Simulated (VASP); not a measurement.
Input of a VASP 6.6.1 run:

The input INCAR:

```
SYSTEM = TaN
PREC = Accurate
ENCUT = 520
EDIFF = 1E-6
ISMEAR = -1
SIGMA = 0.02
LREAL = .FALSE.
LASPH = .TRUE.
NELM = 60
ALGO = Normal
ISIF = 2
LWAVE = .FALSE.
LCHARG = .TRUE.
GGA = PE
LELF = .TRUE.
LVHAR = .TRUE.
NBANDS = 15
```

Contents of KPOINTS:

```
regular mesh
0
G
  18 18 16
  0 0 0
```

POSCAR

```
TaN
1.0
    2.9379988584      0.0000000000      0.0000000000
   -1.4689994292      2.6779616842      0.0000000000
    0.0000000000      0.0000000000      2.8830000000
Ta N
1 1
Direct
    0.3333333333      0.6666666667      0.5000000000
    0.0000000000      0.0000000000      0.0000000000
```

Potentials or basis: VASP PAW PBE potentials, release 64 (Ta_pv, N).

Command:

```sh
$ cat potpaw_PBE.64/Ta_pv/POTCAR potpaw_PBE.64/N/POTCAR > POTCAR
$ mpirun -np 1 vasp_std > vasp.out
```

Task: Estimate the band gap on the k mesh.

Result: Zero (bands 8 and 9 overlap by 0.18 eV).

Task: Predict the pressure.

Result: -10.0 GPa.

Stress tensor (GPa, compression positive):
```
 -4.00   0.00   0.00
  0.00 -25.25   0.00
  0.00   0.00  -0.79
```

Caveat: the cell differs from its parent crystal (strain +0.0525 x Voigt [0, 1, 0, 0, 0, 0]); the cell stands under tension; spin-orbit coupling is left out, which moves the levels of the heavy elements.
